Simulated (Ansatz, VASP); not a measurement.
# Two plane-wave programs on Fe

```
Fe
1.0
    -1.41568    1.41568    1.41568
     1.41568   -1.41568    1.41568
     1.41568    1.41568   -1.41568
Fe
1
Cartesian
  0.0000 0.0000 0.0000
```

Alike in both runs: functional PBE; k mesh 21 × 21 × 21; occupations fermi-dirac, width 0.1 eV; collinear spin.

Ansatz relaxed the structure, and its values are those at the end. VASP's run is a single point on that final structure, the one shown.

|  | VASP | Ansatz |
| --- | --- | --- |
| version | VASP 6.6.1 | Ansatz 0.2.0 |
| potentials or method | VASP PAW PBE potentials, release 64 (Fe) | PAW with Ansatz's default frozen-core files, scalar-relativistic |
| plane-wave cutoff (eV) | 520 | 420 |
| valence electrons in the cell | 8 | 16 |

```tsv
	VASP	Ansatz	Ansatz less VASP
pressure (GPa)	-0.4	0.0	+0.40
net moment per atom (μB)	2.17	2.15	-0.018
size of the moment on the site where the two differ most (μB)	2.17	2.20	+0.031
```

Site moments also hang on the region over which each program counts them. VASP's potentials hold 8 valence electrons a cell and Ansatz's 16, so a difference there can come from the potentials and not from the codes.
